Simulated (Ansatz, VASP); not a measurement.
# CsAs3 in VASP and in Ansatz

```
Cs As
1.0
     3.21855    1.85823    6.04382
    -3.21855    1.85823    6.04382
     0.00000   -3.71646    6.04382
Cs As
1 3
Direct
  0.50000 0.50000 0.50000
  0.87886 0.87886 0.87886
  0.12114 0.12114 0.12114
  0.00000 0.00000 0.00000
```

Alike in both runs: functional PBE; k mesh 6 × 6 × 6; occupations gaussian, width 0.02 eV; no spin polarisation.

Ansatz relaxed the structure, and its values are those at the end. VASP's run is a single point on that final structure, the one shown.

|  | VASP | Ansatz |
| --- | --- | --- |
| version | VASP 6.6.1 | Ansatz 0.2.0 |
| potentials or method | VASP PAW PBE potentials, release 64 (Cs_sv, As), cutoff 520 eV | scalar-relativistic, plane waves, PAW |
| valence electrons in the cell | 24 | 54 |

|  | VASP | Ansatz | Ansatz less VASP |
| --- | --- | --- | --- |
| gap on the k mesh at the Fermi level (eV) | 0.96 | 0.96 | -0.002 |
| least direct gap on the mesh (eV) | 0.96 | 0.96 | -0.002 |
| pressure (GPa) | 0.1 | 0.0 | -0.12 |
| rms of the force components (eV/Å) | 0.036 | 0.003 | -0.0330 |

The functional is the same, so the differences come from potentials, cutoffs and numerics. VASP's potentials hold 24 valence electrons a cell and Ansatz's 54, so a difference there can come from the potentials and not from the codes.

Spin-orbit coupling is off throughout.
